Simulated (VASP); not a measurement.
VH, 2 atoms in the cell. The structure is cubic, space group Fm-3m (No. 225). Conventional cell: a = 3.901 Å, b = 3.901 Å, c = 3.901 Å, α = 90.00°, β = 90.00°, γ = 90.00°. Within 2.6 Å of V (site symmetry m-3m) lie 6 H at 1.95 Å. Within 2.6 Å of H (site symmetry m-3m) lie 6 V at 1.95 Å. 

* Program: VASP 6.6.1
* Task: single point
* Functional: PBEsol
* Potentials or basis: VASP PAW PBE potentials, release 64 (V_sv, H)
* Cutoff: 520 eV
* k mesh: 11 × 11 × 11
* Occupations: methfessel-paxton, width 0.02 eV
* Spin: collinear spin, ferromagnetic start
* Starting moments: [1.5, 0.0] μB
* Dipole correction: no
* Further INCAR settings: ALGO = Normal; EDIFF = 1e-06; NBANDS = 18

Potentials or basis: VASP PAW PBE potentials, release 64 (V_sv, H).

Command:

```bash
$ cat potpaw_PBE.64/V_sv/POTCAR potpaw_PBE.64/H/POTCAR > POTCAR
$ mpirun -np 1 vasp_std > vasp.out
```

Hardware: 1 thread of Oxide Virtual Turin-like Processor (shared host).

Q: Estimate the wall time of this run.

A: Wall time 46 s on 1 thread of Oxide Virtual Turin-like Processor, with other jobs on the host, peak memory 0.13 GiB. Counts: scf iterations 12, k points 56.
